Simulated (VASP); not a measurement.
# Hf (C2/c) in VASP: single point with LDA

Aim: the single point of Hf with LDA.

All numbers are computed with VASP 6.6.1; they aren't measurements. Logs are shortened: lines on timing, memory, paths and dates and some standing lists are left out, and cuts for length are marked.

## 1. The cell of the first run

The typed cell holds 2 atoms: a = 3.117 Å, b = 3.117 Å, c = 4.952 Å, α = 90.00°, β = 90.00°, γ = 120.00°.

## 2. Single point, LDA, non-collinear spin, zero start, spin-orbit coupling

Input file INCAR:

```
PREC = Accurate ; ENCUT = 520
EDIFF = 1E-6 ; ISMEAR = -1
SIGMA = 0.1 ; LREAL = F
LASPH = T ; NELM = 150
ALGO = Normal ; ISIF = 2
LWAVE = F ; LCHARG = F
MAGMOM = 0 0 0 0 0 0 ; LORBIT = 11
LSORBIT = T ; GGA_COMPAT = F
LORBMOM = T ; LMAXMIX = 4
NBANDS = 32
```

Input file KPOINTS:

```
Automatic mesh
0
Gamma
  12 12 7
```

Input file POSCAR:

```
Hf
1.0
   -1.7205720094      2.0969088540      1.5355586949
    2.0969088540     -1.7205720094      1.5355586949
    3.4502361946      3.4502361946     -0.8462970748
Hf
2
Direct
    0.0416835616      0.9583164384      0.0000000000
    0.7083164384      0.2916835616      0.5000000000
```

Potentials or basis: VASP PAW LDA potentials, release 64 (Hf_pv).

Run with:

```console
$ cat potpaw_LDA.64/Hf_pv/POTCAR > POTCAR
$ mpirun -np 1 vasp_ncl > vasp.out
```

OUTCAR:

```text
PREC = Accurate
   ENCUT = 520
   EDIFF = 1E-6
   ISMEAR = -1
   LREAL = F
   LASPH = T
   NELM = 150
   ISIF = 2
   LORBIT = 11
   LSORBIT = T

 ion  position               nearest neighbor table
   1  0.042  0.958  0.000-   2 3.06   2 3.06   2 3.06   2 3.06   2 3.06   2 3.06
   2  0.708  0.292  0.500-   1 3.06   1 3.06   1 3.06   1 3.06   1 3.06   1 3.06

  LATTYP: Found a base centered monoclinic cell.
 ALAT       =     3.1168928219
 B/A-ratio  =     1.7320881787
 C/A-ratio  =     1.5888321541
 COS(beta)  =    -0.0001409512

  Lattice vectors:

 A1 = (  -1.7205720094,   2.0969088540,   1.5355586949)
 A2 = (   2.0969088540,  -1.7205720094,   1.5355586949)
 A3 = (   3.4502361946,   3.4502361946,  -0.8462970748)

Analysis of symmetry for initial positions (statically):
=====================================================================
 Subroutine PRICEL returns:
 Original cell was already a primitive cell.

 Routine SETGRP: Setting up the symmetry group for a
 base centered monoclinic supercell.

 Subroutine GETGRP returns: Found  4 space group operations
 (whereof  2 operations were pure point group operations)
 out of a pool of  4 trial point group operations.

The static configuration has the point symmetry C_2 .
 The point group associated with its full space group is C_2h.

Analysis of symmetry for dynamics (positions and initial velocities):
=====================================================================
 Subroutine PRICEL returns:
 Original cell was already a primitive cell.

 Routine SETGRP: Setting up the symmetry group for a
 base centered monoclinic supercell.

 Subroutine GETGRP returns: Found  4 space group operations
 (whereof  2 operations were pure point group operations)
 out of a pool of  4 trial point group operations.

The dynamic configuration has the point symmetry C_2 .
 The point group associated with its full space group is C_2h.

Analysis of structural, dynamic, and magnetic symmetry:
=====================================================================
 Subroutine PRICEL returns:
 Original cell was already a primitive cell.

 Routine SETGRP: Setting up the symmetry group for a
 base centered monoclinic supercell.

 Subroutine GETGRP returns: Found  4 space group operations
 (whereof  2 operations were pure point group operations)
 out of a pool of  4 trial point group operations.

The overall configuration has the point symmetry C_2 .
 The point group associated with its full space group is C_2h.

 Subroutine INISYM returns: Found  4 space group operations
 (whereof  2 operations are pure point group operations),
 and found     1 'primitive' translations
[... 1018 lines left out ...]
    total drift:                               -0.000000      0.000000     -0.000000

  FREE ENERGIE OF THE ION-ELECTRON SYSTEM (eV)
  ---------------------------------------------------
  free  energy   TOTEN  =       -22.8383291564 eV

  energy  without entropy=      -22.7797582060  energy(sigma->0) =      -22.80904368

 orbital moment (x)

 # of ion     p       d       tot
 ----------------------------------------
  1        -0.000   0.000  -0.000
  2        -0.000   0.000  -0.000
 ----------------------------------------
           -0.000   0.000  -0.000

 orbital moment (y)

 # of ion     p       d       tot
 ----------------------------------------
  1         0.000  -0.000   0.000
  2         0.000  -0.000   0.000
 ----------------------------------------
            0.000  -0.000   0.000

 orbital moment (z)

 # of ion     p       d       tot
 ----------------------------------------
  1         0.000   0.000   0.000
  2         0.000   0.000   0.000
 ----------------------------------------
            0.000   0.000   0.000

 Spin-Orbit-Coupling matrix elements

 Ion:    1  E_soc:     -1.4094710
 l=   1
     0.0000000    -0.2266450    -0.2264068
    -0.2266450     0.0000000    -0.2266450
    -0.2264068    -0.2266450     0.0000000
 l=   2
     0.0000000    -0.0018379     0.0000000    -0.0018379    -0.0067700
    -0.0018379     0.0000000    -0.0050428    -0.0015184    -0.0014944
     0.0000000    -0.0050428     0.0000000    -0.0050428     0.0000000
    -0.0018379    -0.0015184    -0.0050428     0.0000000    -0.0014944
    -0.0067700    -0.0014944     0.0000000    -0.0014944     0.0000000
 l=   3
     0.0000000     0.0000000     0.0000000     0.0000000     0.0000000     0.0000000     0.0000000
     0.0000000     0.0000000     0.0000000     0.0000000     0.0000000     0.0000000     0.0000000
     0.0000000     0.0000000     0.0000000     0.0000000     0.0000000     0.0000000     0.0000000
     0.0000000     0.0000000     0.0000000     0.0000000     0.0000000     0.0000000     0.0000000
     0.0000000     0.0000000     0.0000000     0.0000000     0.0000000     0.0000000     0.0000000
     0.0000000     0.0000000     0.0000000     0.0000000     0.0000000     0.0000000     0.0000000
     0.0000000     0.0000000     0.0000000     0.0000000     0.0000000     0.0000000     0.0000000

 Ion:    2  E_soc:     -1.4094710
 l=   1
     0.0000000    -0.2266450    -0.2264068
    -0.2266450     0.0000000    -0.2266450
    -0.2264068    -0.2266450     0.0000000
 l=   2
     0.0000000    -0.0018379     0.0000000    -0.0018379    -0.0067700
    -0.0018379     0.0000000    -0.0050428    -0.0015184    -0.0014944
     0.0000000    -0.0050428     0.0000000    -0.0050428     0.0000000
    -0.0018379    -0.0015184    -0.0050428     0.0000000    -0.0014944
    -0.0067700    -0.0014944     0.0000000    -0.0014944     0.0000000
 l=   3
     0.0000000     0.0000000     0.0000000     0.0000000     0.0000000     0.0000000     0.0000000
     0.0000000     0.0000000     0.0000000     0.0000000     0.0000000     0.0000000     0.0000000
     0.0000000     0.0000000     0.0000000     0.0000000     0.0000000     0.0000000     0.0000000
     0.0000000     0.0000000     0.0000000     0.0000000     0.0000000     0.0000000     0.0000000
     0.0000000     0.0000000     0.0000000     0.0000000     0.0000000     0.0000000     0.0000000
     0.0000000     0.0000000     0.0000000     0.0000000     0.0000000     0.0000000     0.0000000
     0.0000000     0.0000000     0.0000000     0.0000000     0.0000000     0.0000000     0.0000000

 total charge

# of ion       s       p       d       tot
------------------------------------------
    1        0.413   6.460   1.682   8.555
    2        0.413   6.460   1.682   8.555
--------------------------------------------------
tot          0.826  12.920   3.364  17.110

 magnetization (x)

# of ion       s       p       d       tot
------------------------------------------
    1       -0.000   0.000   0.000  -0.000
    2       -0.000   0.000   0.000  -0.000
--------------------------------------------------
tot         -0.000   0.000   0.000  -0.000

 magnetization (y)

# of ion       s       p       d       tot
------------------------------------------
    1        0.000  -0.000  -0.000   0.000
    2        0.000  -0.000  -0.000   0.000
--------------------------------------------------
tot          0.000  -0.000  -0.000   0.000

 magnetization (z)

# of ion       s       p       d       tot
------------------------------------------
    1        0.000   0.000   0.000   0.000
    2        0.000   0.000   0.000   0.000
--------------------------------------------------
tot          0.000   0.000   0.000   0.000
```

OSZICAR:

```text
N       E                     dE             d eps       ncg     rms          rms(c)
DAV:   1     0.723936163999E+02    0.72394E+02   -0.10775E+04 17736   0.120E+03
DAV:   2    -0.196504216462E+02   -0.92044E+02   -0.88150E+02 21280   0.312E+02
DAV:   3    -0.235103362893E+02   -0.38599E+01   -0.37549E+01 23408   0.419E+01
DAV:   4    -0.235598297551E+02   -0.49493E-01   -0.49409E-01 20904   0.492E+00
DAV:   5    -0.235605741073E+02   -0.74435E-03   -0.74424E-03 21952   0.524E-01    0.785E+01
DAV:   6    -0.230309039776E+02    0.52967E+00   -0.45395E-01 19992   0.455E+00    0.458E+01
DAV:   7    -0.228496523437E+02    0.18125E+00   -0.34955E-01 20560   0.387E+00    0.229E+01
DAV:   8    -0.228427881770E+02    0.68642E-02   -0.53142E-02 22024   0.145E+00    0.150E+00
DAV:   9    -0.228382903915E+02    0.44978E-02   -0.19023E-02 19712   0.945E-01    0.284E-01
DAV:  10    -0.228383336104E+02   -0.43219E-04   -0.64091E-04 22336   0.179E-01    0.134E-01
DAV:  11    -0.228383284407E+02    0.51697E-05   -0.32801E-05 19776   0.439E-02    0.151E-01
DAV:  12    -0.228383291564E+02   -0.71566E-06   -0.18144E-06 20880   0.855E-03
   1 F= -.22838329E+02 E0= -.22809044E+02  d E =-.585710E-01  mag=     0.0000    -0.0000     0.0000
```

It took 12 min on 1 thread of Oxide Virtual Turin-like, shared host; peak memory 0.52 GiB.

Results:

```yaml
Free_energy: -22.8383 eV
Pressure: -0.2 GPa
Net_moment: 0.00 μB per cell
Valence_electrons_inside_the_program's_atomic_spheres: Hf 8.55
```

Moments on the atoms (μB; x, y, z):
```
Hf  0.00 0.00 0.00
Hf  0.00 0.00 0.00
```
